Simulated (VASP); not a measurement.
The system is NaF.

```
Na F
1.0
     0.00000    3.17454    5.74238
     1.65019    0.00000    5.74238
     1.65019    3.17454    0.00000
Na F
2 2
Direct
  0.18351 0.18351 0.81649
  0.43350 0.43350 0.06649
  0.81649 0.81649 0.18351
  0.06649 0.06649 0.43350
```

Base run:

| Quantity | Value |
| --- | --- |
| Program | VASP 6.6.1 |
| Functional | r2SCAN |
| Potentials or basis | VASP PAW PBE potentials, release 64 (Na_pv, F) |
| Cutoff | 660 eV |
| k mesh | 8 × 8 × 8 |
| Occupations | gaussian, width 0.02 eV |
| Spin | no spin polarisation |

Its results: band gap on the k mesh 6.13 eV; pressure -2.8 GPa.

Problem. The run is repeated on the same cell with these changes: functional from r2SCAN to PBE; cutoff from 660 eV to 600 eV. What comes out?

Solution. Band gap on the k mesh 5.37 eV; pressure -0.1 GPa.

Caveats: the PAW data sets were made with another functional, which shifts forces and pressure a little (at least some runs).

A k mesh can miss the band edges.
